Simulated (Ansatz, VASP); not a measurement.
**HgH in VASP and in Ansatz**

The input INCAR:

```
PREC = Accurate ; ENCUT = 500
EDIFF = 1E-6 ; ISMEAR = 0
SIGMA = 0.1 ; LREAL = F
LASPH = T ; NELM = 120
ALGO = Normal ; ISIF = 2
LWAVE = F ; LCHARG = T
GGA = PE ; LELF = T
LVHAR = T ; NBANDS = 40
GGA_COMPAT = F
```

KPOINTS

```
regular mesh
0
Gamma
  6 6 4
```

Contents of POSCAR:

```
HgH
1.0
    5.0344439966      0.0000000000      0.0000000000
   -2.5172219983      4.3599563950      0.0000000000
    0.0000000000      0.0000000000      4.0618809518
Hg H
3 3
Direct
    0.5000000000      0.0000000000      0.0000000000
    0.5000000000      0.5000000000      0.0000000000
    0.0000000000      0.5000000000      0.0000000000
    0.0000000000      0.0000000000      0.0000000000
    0.3333333333      0.6666666667      0.5000000000
    0.6666666667      0.3333333333      0.5000000000
```

Input for Ansatz:

```yaml
crystal:
  lattice:
    - [5.0344439966, 0.0, 0.0]
    - [-2.5172219983, 4.359956395, 0.0]
    - [0.0, 0.0, 4.0618809518]
  atoms:
    - { symbol: Hg, position: [0.5, 0.0, 0.0] }
    - { symbol: Hg, position: [0.5, 0.5, 0.0] }
    - { symbol: Hg, position: [0.0, 0.5, 0.0] }
    - { symbol: H, position: [0.0, 0.0, 0.0] }
    - { symbol: H, position: [0.3333333333, 0.6666666667, 0.5] }
    - { symbol: H, position: [0.6666666667, 0.3333333333, 0.5] }
basis:
  ecutwfc: 420
kpoints:
  mp_grid: { grid: [6, 6, 4] }
hamiltonian:
  xc: pbe
scf:
  occupations: { method: gaussian, width: 0.1 }
  lower_state_search: "off"
output:
  forces: true
  stress: true
  eigenvalues: true
```

Alike in both runs: task single point; functional PBE; k mesh 6 × 6 × 4; occupations gaussian, width 0.1 eV; no spin polarisation.

```csv
,VASP,Ansatz
version,VASP 6.6.1,Ansatz 0.2.0
potentials or method,"VASP PAW PBE potentials, release 64 (Hg_sv_GW, H), cutoff 500 eV","scalar-relativistic, plane waves, PAW"
valence electrons in the cell,63,63
```

|  | VASP | Ansatz | Ansatz less VASP |
| --- | --- | --- | --- |
| gap on the k mesh at the Fermi level (eV) | none | none | - |
| pressure (GPa) | 22.7 | 23.7 | +0.96 |
| traceless stress, the component that is largest in VASP (GPa) | -21.88 | -21.66 | +0.223 |

A gap of «none» marks a metal or a gap that the smearing closes.

The k mesh is coarse, so the values compare programs but aren't converged. Spin-orbit coupling is off throughout.
